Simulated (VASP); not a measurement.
## Si2C: single point with PBE

The system is Si2C.

```
CELL_PARAMETERS angstrom
4.47052 0.00000 0.00000
-2.23526 3.87158 0.00000
0.00000 0.00000 3.95110
ATOMIC_POSITIONS crystal
Si 0.00000 0.00000 0.00000
Si 0.35673 0.00000 0.50000
Si 0.00000 0.35673 0.50000
Si 0.64327 0.64327 0.50000
C 0.66667 0.33333 0.00000
C 0.33333 0.66667 0.00000
```

| Quantity | Value |
| --- | --- |
| Program | VASP 6.6.1 |
| Task | single point |
| Functional | PBE |
| Potentials or basis | VASP PAW PBE potentials, release 64 (Si, C) |
| Cutoff | 520 eV |
| k mesh | 6 × 6 × 4 |
| Occupations | gaussian, width 0.1 eV |
| Spin | collinear spin |
| Starting moments | [0.0, 0.0, 0.0, 0.0, 1.0, 1.0] μB |

```json
{
  "Pressure": "-0.1 GPa",
  "Band gap on the k mesh": "zero (filled and empty bands overlap)",
  "Net moment": "0.00 μB per cell",
  "Valence electrons inside the program's atomic spheres": "Si 1.54, 1.55 (each value once); C 2.13"
}
```

Stress tensor (GPa, compression positive):
```
-0.19  0.00  0.00
 0.00 -0.19  0.00
 0.00  0.00 -0.06
```

Levels at points of the mesh, in eV from the Fermi level:
Spin up:
```
           k point  band 9  band 10  band 11  band 12  band 13  band 14  band 15  band 16
(0.00, 0.00, 0.00)   -5.64    -1.49    -1.07     0.28     0.89     0.89     2.11     2.23
(0.50, 0.00, 0.00)   -1.91    -1.75    -1.33    -0.54    -0.24     0.11     1.46     1.54
(0.00, 0.00, 0.50)   -3.69    -3.69    -3.37    -3.37    -3.20    -3.20     1.64     4.28
(0.50, 0.00, 0.50)   -0.57     0.11     0.69     0.99     1.84     2.56     3.07     3.15
```
Spin down:
| k point | band 9 | band 10 | band 11 | band 12 | band 13 | band 14 | band 15 | band 16 |
| --- | --- | --- | --- | --- | --- | --- | --- | --- |
| (0.00, 0.00, 0.00) | -5.64 | -1.49 | -1.08 | 0.28 | 0.89 | 0.89 | 2.11 | 2.23 |
| (0.50, 0.00, 0.00) | -1.91 | -1.75 | -1.33 | -0.54 | -0.24 | 0.11 | 1.46 | 1.54 |
| (0.00, 0.00, 0.50) | -3.69 | -3.69 | -3.37 | -3.37 | -3.20 | -3.20 | 1.64 | 4.28 |
| (0.50, 0.00, 0.50) | -0.57 | 0.11 | 0.69 | 0.99 | 1.84 | 2.56 | 3.07 | 3.15 |

It took 120 s on 1 thread of Intel Xeon 8259CL, on a shared host, peak memory 0.23 GiB.

Caveat: the k points lie up to 0.40 Å⁻¹ apart, too coarse for converged energies and pressures of a metal.
